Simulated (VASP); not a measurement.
Input of a VASP 6.6.1 run:

INCAR

```
PREC = Accurate ; ENCUT = 520
EDIFF = 1E-6 ; ISMEAR = 0
SIGMA = 0.1 ; LREAL = F
LASPH = T ; NELM = 80
ALGO = Normal ; ISIF = 2
LWAVE = F ; LCHARG = F
GGA = PE ; NBANDS = 66
```

KPOINTS

```
regular mesh
0
Gamma
  4 4 4
```

Contents of POSCAR:

```
Ge
1.0
    7.4332318047      0.0000000000      0.0000000000
    0.0000000000      7.4332318047      0.0000000000
    0.0000000000      0.0000000000      4.0240211551
Ge
8
Direct
    0.1069149170      0.3299461450      0.2388090039
    0.8930850830      0.6700538550      0.7388090039
    0.6700538550      0.1069149170      0.9888090039
    0.3299461450      0.8930850830      0.4888090039
    0.3299461450      0.1069149170      0.0111909961
    0.6700538550      0.8930850830      0.5111909961
    0.8930850830      0.3299461450      0.7611909961
    0.1069149170      0.6700538550      0.2611909961
```

Potentials or basis: VASP PAW PBE potentials, release 64 (Ge_d).

The run is started by

```sh
$ cat potpaw_PBE.64/Ge_d/POTCAR > POTCAR
$ mpirun -np 1 vasp_std > vasp.out
```

(1) What does it give for the largest force?

(2) What does it give for the pressure?

Answers

(1) 0.029 eV/Å.

(2) 0.1 GPa.

Caveat: the k points lie up to 0.39 Å⁻¹ apart.
